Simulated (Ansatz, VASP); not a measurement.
**Two plane-wave programs on Co**

File INCAR:

```
  PREC = Accurate
  ENCUT = 600
  EDIFF = 1E-6
  ISMEAR = -1
  SIGMA = 0.15
  LREAL = False
  LASPH = True
  NELM = 200
  ALGO = Normal
  ISIF = 2
  LWAVE = False
  LCHARG = False
  ISPIN = 2
  MAGMOM = 1.8 1.8 1.8 1.8 1.8 1.8
  LORBIT = 11
  LMAXMIX = 4
  GGA = CA
  NBANDS = 40
  GGA_COMPAT = False
```

Contents of KPOINTS:

```
Automatic mesh
0
Gamma
  6 6 6
```

Contents of POSCAR:

```
Co
1.0
    0.0000000000      3.0831560177      3.0831560177
    3.0831560177      0.0000000000      3.0831560177
    3.0831560177      3.0831560177      0.0000000000
Co
6
Direct
    0.2500000000      0.2500000000      0.2500000000
    0.0000000000      0.0000000000      0.0000000000
    0.6250000000      0.6250000000      0.1250000000
    0.6250000000      0.1250000000      0.6250000000
    0.1250000000      0.6250000000      0.6250000000
    0.6250000000      0.6250000000      0.6250000000
```

Input for Ansatz:

```yaml
crystal:
  lattice:
    - [0.0, 3.083156017671561, 3.083156017671561]
    - [3.083156017671561, 0.0, 3.083156017671561]
    - [3.083156017671561, 3.083156017671561, 0.0]
  atoms:
    - { symbol: Co, position: [0.25, 0.25, 0.25], spin: 1.8 }
    - { symbol: Co, position: [0.0, 0.0, 0.0], spin: 1.8 }
    - { symbol: Co, position: [0.625, 0.625, 0.125], spin: 1.8 }
    - { symbol: Co, position: [0.625, 0.125, 0.625], spin: 1.8 }
    - { symbol: Co, position: [0.125, 0.625, 0.625], spin: 1.8 }
    - { symbol: Co, position: [0.625, 0.625, 0.625], spin: 1.8 }
basis:
  ecutwfc: 435.382179935808
kpoints:
  mp_grid:
    grid: [6, 6, 6]
hamiltonian:
  xc: lda
magnetization:
  spin_polarized: true
scf:
  convergence:
    dr2_threshold: 1.0e-09
  occupations:
    method: fermi_dirac
    width: 0.15
output:
  stress: true
```

Alike in both runs: task single point; functional LDA; k mesh 6 × 6 × 6; occupations fermi-dirac, width 0.15 eV; collinear spin.

|  | VASP | Ansatz |
| --- | --- | --- |
| version | VASP 6.6.1 | Ansatz 0.2.0 |
| potentials or method | VASP PAW LDA potentials, release 64 (Co), cutoff 600 eV | plane waves, PAW |
| valence electrons in the cell | 54 | 102 |

Ansatz gave:

- pressure (GPa): 21.0
- net moment per atom (μB): 1.38
- size of the moment on the site where the two differ most (μB): 1.28

Problem. Which values does VASP return?

Solution. Pressure (GPa): 18.9; net moment per atom (μB): 1.33; size of the moment on the site where the two differ most (μB): 1.19.

LDA's correlation is that of Perdew and Zunger in VASP and of Perdew and Wang (1992) in Ansatz. Site moments also hang on the region over which each program counts them. VASP's potentials hold 54 valence electrons a cell and Ansatz's 102, so a difference there can come from the potentials and not from the codes. Ansatz's warnings: stress scf threshold loose.
